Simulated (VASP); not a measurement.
# CoSn (Pm-3m) in VASP: a series of runs

The runs below take CoSn through relaxation of cell and atoms, single point, with PBE.

Everything below comes from runs of VASP 6.6.1. Logs are shortened: lines on timing, memory, paths and dates and some standing lists are left out, and cuts for length are marked.

## 1. The cell of the first run

It takes space group Pm-3m (No. 221, cubic). Conventional cell: a = 3.626 Å, b = 3.626 Å, c = 3.626 Å, α = 90.00°, β = 90.00°, γ = 90.00°. Co (site symmetry m-3m) has 8 Sn at 3.14 Å and 6 Co at 3.63 Å within 4.1 Å. Sn (site symmetry m-3m) has 8 Co at 3.14 Å and 6 Sn at 3.63 Å within 4.1 Å.

The cell was built from a structure type or drawn by symmetry, and may not be a known phase.

## 2. Relaxation of cell and atoms, PBE, collinear spin, ferromagnetic start

Input file INCAR:

```
  ALGO = Normal
  EDIFF = 1E-7
  EDIFFG = -0.04
  ENCUT = 600
  GGA = PE
  IBRION = 2
  ISIF = 3
  ISMEAR = 0
  ISPIN = 2
  LASPH = T
  LCHARG = F
  LMAXMIX = 4
  LORBIT = 11
  LREAL = F
  LWAVE = F
  MAGMOM = 3 0
  NELM = 150
  NSW = 90
  PREC = Accurate
  SIGMA = 0.1
```

Input file KPOINTS:

```
k-points
0
Gamma
  6 6 6
```

Input file POSCAR:

```
CoSn
1.0
    3.6255161900      0.0000000000      0.0000000000
    0.0000000000      3.6255161900      0.0000000000
    0.0000000000      0.0000000000      3.6255161900
Co Sn
1 1
Direct
    0.0000000000      0.0000000000      0.0000000000
    0.5000000000      0.5000000000      0.5000000000
```

Potentials or basis: VASP PAW PBE potentials, release 64 (Co, Sn_d).

Run with:

```
> cat potpaw_PBE.64/Co/POTCAR potpaw_PBE.64/Sn_d/POTCAR > POTCAR
> mpirun -np 1 vasp_std > vasp.out
```

OUTCAR:

```text
EDIFF = 1E-7
   EDIFFG = -0.04
   ENCUT = 600
   GGA = PE
   IBRION = 2
   ISIF = 3
   ISMEAR = 0
   ISPIN = 2
   LASPH = T
   LORBIT = 11
   LREAL = F
   NELM = 150
   NSW = 90
   PREC = Accurate

 ion  position               nearest neighbor table
   1  0.000  0.000  0.000-   2 3.14   2 3.14   2 3.14   2 3.14   2 3.14   2 3.14   2 3.14   2 3.14

   2  0.500  0.500  0.500-   1 3.14   1 3.14   1 3.14   1 3.14   1 3.14   1 3.14   1 3.14   1 3.14

  LATTYP: Found a simple cubic cell.
 ALAT       =     3.6255161900

  Lattice vectors:

 A1 = (   3.6255161900,   0.0000000000,   0.0000000000)
 A2 = (   0.0000000000,   3.6255161900,   0.0000000000)
 A3 = (   0.0000000000,   0.0000000000,   3.6255161900)

Analysis of symmetry for initial positions (statically):
=====================================================================
 Subroutine PRICEL returns:
 Original cell was already a primitive cell.

 Routine SETGRP: Setting up the symmetry group for a
 simple cubic supercell.

 Subroutine GETGRP returns: Found 48 space group operations
 (whereof 48 operations were pure point group operations)
 out of a pool of 48 trial point group operations.

The static configuration has the point symmetry O_h .

Analysis of symmetry for dynamics (positions and initial velocities):
=====================================================================
 Subroutine PRICEL returns:
 Original cell was already a primitive cell.

 Routine SETGRP: Setting up the symmetry group for a
 simple cubic supercell.

 Subroutine GETGRP returns: Found 48 space group operations
 (whereof 48 operations were pure point group operations)
 out of a pool of 48 trial point group operations.

The dynamic configuration has the point symmetry O_h .

Analysis of structural, dynamic, and magnetic symmetry:
=====================================================================
 Subroutine PRICEL returns:
 Original cell was already a primitive cell.

 Routine SETGRP: Setting up the symmetry group for a
 simple cubic supercell.

 Subroutine GETGRP returns: Found 48 space group operations
 (whereof 48 operations were pure point group operations)
 out of a pool of 48 trial point group operations.

The overall configuration has the point symmetry O_h .

 Subroutine INISYM returns: Found 48 space group operations
 (whereof 48 operations are pure point group operations),
 and found     1 'primitive' translations

----------------------------------------------------------------------------------------

                                     Primitive cell

  volume of cell :      47.6551

  direct lattice vectors                    reciprocal lattice vectors
     3.625516190  0.000000000  0.000000000     0.275822793  0.000000000  0.000000000
     0.000000000  3.625516190  0.000000000     0.000000000  0.275822793  0.000000000
     0.000000000  0.000000000  3.625516190     0.000000000  0.000000000  0.275822793

  length of vectors
     3.625516190  3.625516190  3.625516190     0.275822793  0.275822793  0.275822793

  position of ions in fractional coordinates (direct lattice)
     0.000000000  0.000000000  0.000000000
     0.500000000  0.500000000  0.500000000

  ion indices of the primitive-cell ions
   primitive index   ion index
                 1           1
                 2           2

----------------------------------------------------------------------------------------

 KPOINTS: k-points

Automatic generation of k-mesh.
 Grid dimensions read from file:
 generate k-points for:    6    6    6

 Generating k-lattice:

  Cartesian coordinates                     Fractional coordinates (reciprocal lattice)
     0.045970465  0.000000000  0.000000000     0.166666667  0.000000000  0.000000000
     0.000000000  0.045970465  0.000000000     0.000000000  0.166666667  0.000000000
     0.000000000  0.000000000  0.045970465     0.000000000  0.000000000  0.166666667

  Length of vectors
     0.045970465  0.045970465  0.045970465

  Shift w.r.t. Gamma in fractional coordinates (k-lattice)
     0.000000000  0.000000000  0.000000000

 Subroutine IBZKPT returns following result:
 ===========================================

 Found     20 irreducible k-points:

 Following reciprocal coordinates:
            Coordinates               Weight
  0.000000  0.000000  0.000000      1.000000
  0.166667  0.000000  0.000000      6.000000
  0.333333  0.000000  0.000000      6.000000
  0.500000  0.000000  0.000000      3.000000
  0.166667  0.166667  0.000000     12.000000
  0.333333  0.166667  0.000000     24.000000
[... 12 lines left out ...]
  0.500000  0.500000  0.333333      6.000000
  0.500000  0.500000  0.500000      1.000000
   k-points           NKPTS =     20   k-points in BZ     NKDIM =     20   number of bands    NBANDS=     17
   number of dos      NEDOS =    301   number of ions     NIONS =      2
   total plane-waves  NPLWV =  27000
   dimension x,y,z NGX =    30 NGY =   30 NGZ =   30
   dimension x,y,z NGXF=    60 NGYF=   60 NGZF=   60
   ions per type =               1   1
   NGX,Y,Z   is equivalent  to a cutoff of  13.76, 13.76, 13.76 a.u.
   NGXF,Y,Z  is equivalent  to a cutoff of  27.51, 27.51, 27.51 a.u.
 SYSTEM =  unknown system
   PREC   = accura    normal or accurate (medium, high low for compatibility)
   ISTART =      0    job   : 0-new  1-cont  2-samecut
   ICHARG =      2    charge: 1-file 2-atom 10-const
   ISPIN  =      2    spin polarized calculation?
   LNONCOLLINEAR =      F non collinear calculations
   LSORBIT =      F    spin-orbit coupling
   LASPH  =      T    aspherical Exc in radial PAW
   ENCUT  =  600.0 eV  44.10 Ry    6.64 a.u.   7.24  7.24  7.24*2*pi/ulx,y,z
   NELM   =    150;   NELMIN=  2; NELMDL= -5     # of ELM steps
   EDIFF  = 0.1E-06   stopping-criterion for ELM
   LREAL  =      F    real-space projection
   EDIFFG = -.4E-01   stopping-criterion for IOM
   NSW    =     90    number of steps for IOM
   IBRION =      2    ionic relax: 0-MD 1-quasi-New 2-CG
   NFREE  =      1    steps in history (QN), initial steepest desc. (CG)
   ISIF   =      3    stress and relaxation
   ISYM   =      2    0-nonsym 1-usesym 2-fastsym
   POTIM  = 0.5000    time-step for ionic-motion
   TEBEG  =    0.0;   TEEND  =   0.0 temperature during run
   PSTRESS=    0.0 pullay stress
   NELECT =      23.0000    total number of electrons
   NUPDOWN=      -1.0000    fix difference up-down
   EMIN   =  10.00;   EMAX   =-10.00  energy-range for DOS
   EFERMI =   0.00;   METHOD = LEGACY
   ISMEAR =     0;   SIGMA  =   0.10  broadening in eV -4-tet -1-fermi 0-gaus
   EFERMI_NEDOS =   21; number of points for ismear=-14 and -15
   IALGO  =     38    algorithm
   IMIX   =      4    mixing-type and parameters
     AMIX     =   0.40;   BMIX     =  1.00
     AMIX_MAG =   1.60;   BMIX_MAG =  1.00
  volume/ion in A,a.u.               =      23.83       160.80
  Fermi-wavevector in a.u.,A,eV,Ry     =   1.284146  2.426683 22.436413  1.649030
  Thomas-Fermi vector in A             =   2.416357
   LORBIT       =     11    0 simple, 1 ext, 2 COOP (PROOUT), +10 PAW based schemes
   GGA     = PE    functional components
   LHFCALC =     F    Hartree Fock is set to
   AEXX    =    0.0000 exact exchange contribution
   IVDW    =     0    specifies the selected vdW correction
   LEPSILON=     F    determine dielectric tensor
   LRPA    =     F    only Hartree local field effects (RPA)
 conjugate gradient relaxation of ions
 spin polarized calculation
 Gauss-broadening in eV      SIGMA  =   0.10
  energy-cutoff  :      600.00
  volume of cell :       47.66
 maximum number of plane-waves:      1622
 NGX is ok and might be reduce to    30
   NGX = 15   NGY = 15   NGZ = 15

--------------------------------------- Ionic step        1  -------------------------------------------

 number of electron      23.0000011 magnetization       1.3728549

 Free energy of the ion-electron system (eV)
  ---------------------------------------------------
  ext. energy  EPLUGINS =         0.00000000
  ---------------------------------------------------
  free energy    TOTEN  =        -9.32372165 eV

  energy without entropy =       -9.31052368  energy(sigma->0) =       -9.31712267

 E-fermi :   6.0991     XC(G=0): -10.2366

 val. band max:        6.0877577625   @ k =   0.5000   0.3333   0.1667
 cond. band min:       6.1373924969   @ k =   0.5000   0.5000   0.1667
 fundamental gap:      0.0496347345
 Fermi energy:         6.0991340796

 spin component 1

 k-point     1 :       0.0000    0.0000    0.0000
  band No.  band energies     occupation
      1     -15.1901      1.00000
      2     -15.1901      1.00000
      3     -15.1172      1.00000
      4     -15.1172      1.00000
      5     -15.1172      1.00000
      6      -3.1528      1.00000
[... 9 lines left out ...]
     16      12.8449      0.00000
     17      12.8449      0.00000
[... 362 lines left out ...]
  band No.  band energies     occupation
      1     -15.1606      1.00000
      2     -15.1606      1.00000
      3     -15.1606      1.00000
      4     -15.0808      1.00000
      5     -15.0808      1.00000
      6       2.1038      1.00000
[... 9 lines left out ...]
     16       8.4348      0.00000
     17       8.4348      0.00000
 Fermi energy:         6.0991340796

 spin component 2

 k-point     1 :       0.0000    0.0000    0.0000
  band No.  band energies     occupation
      1     -15.1945      1.00000
      2     -15.1945      1.00000
      3     -15.1229      1.00000
      4     -15.1229      1.00000
      5     -15.1229      1.00000
      6      -3.2346      1.00000
[... 9 lines left out ...]
     16      13.0420      0.00000
     17      13.0420      0.00000
[... 555 lines left out ...]
  energy  without entropy=      -10.5641628037  energy(sigma->0) =      -10.57063014

--------------------------------------- Ionic step        6  -------------------------------------------

 number of electron      22.9999996 magnetization       0.6175937

 Free energy of the ion-electron system (eV)
  ---------------------------------------------------
  ext. energy  EPLUGINS =         0.00000000
  ---------------------------------------------------
  free energy    TOTEN  =       -10.57737680 eV

  energy without entropy =      -10.56462057  energy(sigma->0) =      -10.57099868

 E-fermi :  11.6042     XC(G=0): -12.3620

 val. band max:       11.5777747506   @ k =   0.5000   0.3333   0.0000
 cond. band min:      11.6247674619   @ k =   0.5000   0.1667   0.0000
 fundamental gap:      0.0469927113
 Fermi energy:        11.6042445726

 spin component 1

 k-point     1 :       0.0000    0.0000    0.0000
  band No.  band energies     occupation
      1     -10.4845      1.00000
      2     -10.4845      1.00000
      3     -10.1881      1.00000
      4     -10.1881      1.00000
      5     -10.1881      1.00000
      6      -0.8899      1.00000
[... 9 lines left out ...]
     16      19.7907      0.00000
     17      19.7907      0.00000
[... 362 lines left out ...]
  band No.  band energies     occupation
      1     -10.3797      1.00000
      2     -10.3797      1.00000
      3     -10.3797      1.00000
      4     -10.0505      1.00000
      5     -10.0505      1.00000
      6       7.2594      1.00000
[... 9 lines left out ...]
     16      14.0293      0.00000
     17      14.0293      0.00000
 Fermi energy:        11.6042445726

 spin component 2

 k-point     1 :       0.0000    0.0000    0.0000
  band No.  band energies     occupation
      1     -10.4879      1.00000
      2     -10.4879      1.00000
      3     -10.1922      1.00000
      4     -10.1922      1.00000
      5     -10.1922      1.00000
      6      -0.9060      1.00000
[... 9 lines left out ...]
     16      20.0016      0.00000
     17      20.0017      0.00000
[... 407 lines left out ...]
  FREE ENERGIE OF THE ION-ELECTRON SYSTEM (eV)
  ---------------------------------------------------
  free  energy   TOTEN  =       -10.5773767971 eV

  energy  without entropy=      -10.5646205665  energy(sigma->0) =      -10.57099868

 reached required accuracy - stopping structural energy minimisation

 total charge

# of ion       s       p       d       tot
------------------------------------------
    1        0.347   0.346   7.510   8.203
    2        1.102   1.203  10.083  12.388
--------------------------------------------------
tot          1.449   1.549  17.593  20.591

 magnetization (x)

# of ion       s       p       d       tot
------------------------------------------
    1        0.005  -0.000   0.657   0.661
    2       -0.002  -0.003  -0.010  -0.016
--------------------------------------------------
tot          0.002  -0.004   0.647   0.646
```

Run time: 96 s. Hardware: 1 thread of Intel Xeon 6975P-C (Granite Rapids), shared host; peak memory 0.22 GiB.

Results:

```
Free energy                                           : -10.5774 eV
Relaxed volume                                        : 15.64 Å³/atom
Relaxed cell                                          : a = 3.151 Å, b = 3.151 Å, c = 3.151 Å, α = 90.00°, β = 90.00°, γ = 90.00°
Space group after relaxing (to 0.1 Å)                 : Pm-3m (No. 221)
Energy gained by relaxing                             : 626.8 meV/atom
Ionic steps                                           : 6
Pressure after relaxing                               : 0.0 GPa
Net moment                                            : 0.62 μB per cell
Site moments                                          : Co +0.66; Sn -0.02 μB
Valence electrons inside the program's atomic spheres : Co 8.20; Sn 12.39
```

The path:
| step | energy change (eV) | largest force (eV/Å) | pressure (GPa) | volume (Å³) |
| --- | --- | --- | --- | --- |
| 1 | 0.0000 | 0.0000 | -16.02 | 47.66 |
| 2 | -1.2224 | 0.0000 | -5.09 | 33.04 |
| 3 | -1.2535 | 0.0000 | -0.48 | 31.39 |
| 4 | -1.2533 | 0.0000 | 0.69 | 31.11 |
| 5 | -1.2534 | 0.0000 | -0.58 | 31.42 |
| 6 | -1.2537 | 0.0000 | 0.02 | 31.27 |

Final structure:
```
Co Sn
1.0
     3.15053    0.00000    0.00000
     0.00000    3.15053    0.00000
     0.00000    0.00000    3.15053
Co Sn
1 1
Direct
  0.00000 0.00000 0.00000
  0.50000 0.50000 0.50000
```

Caveat: the volume moved by over 15 % at a fixed basis, so the end points are rough; spin-orbit coupling is left out, which moves the levels of the heavy elements.

## 3. Single point, PBE, collinear spin, ferromagnetic start

This run uses another cell than the first one, of 15.78 Å³/atom.

Input file INCAR:

```
ALGO     = Normal         # electronic algorithm
EDIFF    = 1E-6           # SCF threshold, eV
ENCUT    = 520            # plane-wave cutoff, eV
GGA      = PE             # functional
ISIF     = 2              # what is computed and relaxed
ISMEAR   = 0              # smearing method
ISPIN    = 2              # spin polarisation
LASPH    = T              # aspherical terms in the spheres
LCHARG   = F              # write CHGCAR
LMAXMIX  = 4              # l up to which the mixer works
LORBIT   = 11             # projections on sites
LREAL    = F              # projectors in reciprocal space
LWAVE    = F              # write WAVECAR
MAGMOM   = 0.74 0         # initial moments
NBANDS   = 22             # bands
NELM     = 150            # most SCF steps
PREC     = Accurate       # precision mode
SIGMA    = 0.1            # smearing width, eV
```

Input file KPOINTS:

```
k-points
0
Gamma
  18 18 18
```

Input file POSCAR:

```
CoSn
1.0
    3.1602931247      0.0000000000      0.0000000000
    0.0000000000      3.1602931247      0.0000000000
    0.0000000000      0.0000000000      3.1602931247
Co Sn
1 1
Direct
    0.0000000000      0.0000000000      0.0000000000
    0.5000000000      0.5000000000      0.5000000000
```

Potentials or basis: VASP PAW PBE potentials, release 64 (Co, Sn_d).

Run with:

```
> cat potpaw_PBE.64/Co/POTCAR potpaw_PBE.64/Sn_d/POTCAR > POTCAR
> mpirun -np 1 vasp_std > vasp.out
```

It took 72 s on 1 thread of Intel Xeon 6975P-C (Granite Rapids), shared host; peak memory 0.33 GiB.

The run converged. Its results:

```yaml
Free_energy: -10.5788 eV
Pressure: -0.1 GPa
Net_moment: 0.73 μB per cell
Site_moments: Co +0.77; Sn -0.01 μB
Valence_electrons_inside_the_program's_atomic_spheres: Co 8.18; Sn 12.38
```

Levels at points of the mesh, in eV from the Fermi level:
Spin up:
| k point | band 10 | band 11 | band 12 | band 13 | band 14 | band 15 |
| --- | --- | --- | --- | --- | --- | --- |
| (0.00, 0.00, 0.00) | -1.30 | -1.30 | 2.58 | 2.58 | 2.58 | 7.72 |
| (0.50, 0.00, 0.00) | -2.14 | -1.32 | -1.05 | 7.18 | 7.18 | 9.07 |
| (0.50, 0.50, 0.00) | -1.64 | -1.64 | -1.21 | 0.30 | 0.98 | 8.13 |
| (0.50, 0.50, 0.50) | -1.18 | -1.18 | 2.14 | 2.14 | 2.14 | 2.38 |
Spin down:
```
           k point  band 8  band 9  band 10  band 11  band 12  band 13  band 14  band 15
(0.00, 0.00, 0.00)   -1.91   -0.78    -0.78    -0.78     2.58     2.58     2.58     7.86
(0.50, 0.00, 0.00)   -1.73   -1.72    -1.72    -0.81     0.06     7.28     7.28     9.03
(0.50, 0.50, 0.00)   -4.26   -2.23    -1.16    -1.16    -0.04     0.76     1.53     8.12
(0.50, 0.50, 0.50)   -4.10   -2.55    -0.01    -0.01     2.14     2.14     2.14     2.70
```

Caveat: spin-orbit coupling is left out, which moves the levels of the heavy elements.
